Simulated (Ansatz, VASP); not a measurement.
# Rh: VASP beside Ansatz

```
CELL_PARAMETERS angstrom
0.00000 1.93007 1.87303
1.93007 0.00000 1.87303
1.93007 1.93007 0.00000
ATOMIC_POSITIONS crystal
Rh 0.00000 0.00000 0.00000
```

Change from the starting cell: strain +0.015 along x and y, -0.015 along z, atoms carried along.

Alike in both runs: task single point; functional PBE; k mesh 22 × 22 × 22; occupations gaussian, width 0.15 eV; no spin polarisation.

|  | VASP | Ansatz |
| --- | --- | --- |
| version | VASP 6.6.1 | Ansatz 0.2.0 |
| potentials or method | VASP PAW PBE potentials, release 64 (Rh_pv), cutoff 520 eV | scalar-relativistic, plane waves, PAW |
| valence electrons in the cell | 15 | 17 |

Ansatz gave:

```
gap on the k mesh at the Fermi level (eV)                     : none
pressure (GPa)                                                : 1.9
traceless stress, the component that is largest in VASP (GPa) : 4.56
```

Estimate VASP's values.

gap on the k mesh at the Fermi level (eV): none; pressure (GPa): 1.9; traceless stress, the component that is largest in VASP (GPa): 4.55.

A gap of «none» marks a metal or a gap that the smearing closes. VASP's potentials hold 15 valence electrons a cell and Ansatz's 17, so a difference there can come from the potentials and not from the codes.
